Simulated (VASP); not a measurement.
KTaO3, 5 atoms in the cell. The structure is cubic, space group Pm-3m (No. 221). Conventional cell: a = 4.024 Å, b = 4.024 Å, c = 4.024 Å, α = 90.00°, β = 90.00°, γ = 90.00°. K (site symmetry m-3m) has 12 O at 2.85 Å and 8 Ta at 3.49 Å within 3.7 Å. Ta (site symmetry m-3m) has 6 O at 2.01 Å within 2.7 Å. O (site symmetry 4/mmm) has 2 Ta at 2.01 Å within 2.7 Å. 

```yaml
Program: VASP 6.6.1
Task: vibrations by perturbation theory
Functional: PBE
Potentials_or_basis: VASP PAW PBE potentials, release 64 (K_sv, Ta_pv, O)
Cutoff: 520 eV
k_mesh: 8 × 8 × 8
Occupations: gaussian, width 0.01 eV
Spin: no spin polarisation
Dipole_correction: no
Further_INCAR_settings: ALGO = Normal; EDIFF = 1e-08; NBANDS = 27; IBRION = 8; NSW = 1
```

Potentials or basis: VASP PAW PBE potentials, release 64 (K_sv, Ta_pv, O).

Command:

```sh
$ cat potpaw_PBE.64/K_sv/POTCAR potpaw_PBE.64/Ta_pv/POTCAR potpaw_PBE.64/O/POTCAR > POTCAR
$ mpirun -np 1 vasp_std > vasp.out
```

Hardware: 1 thread of Oxide Virtual Turin-like Processor, with other jobs on the host.

Q: Estimate the wall time of this run.

A: Run time: 34 min on 1 thread of Oxide Virtual Turin-like Processor (shared host), peak memory 0.67 GiB. Counts: scf iterations 279, k points 35.
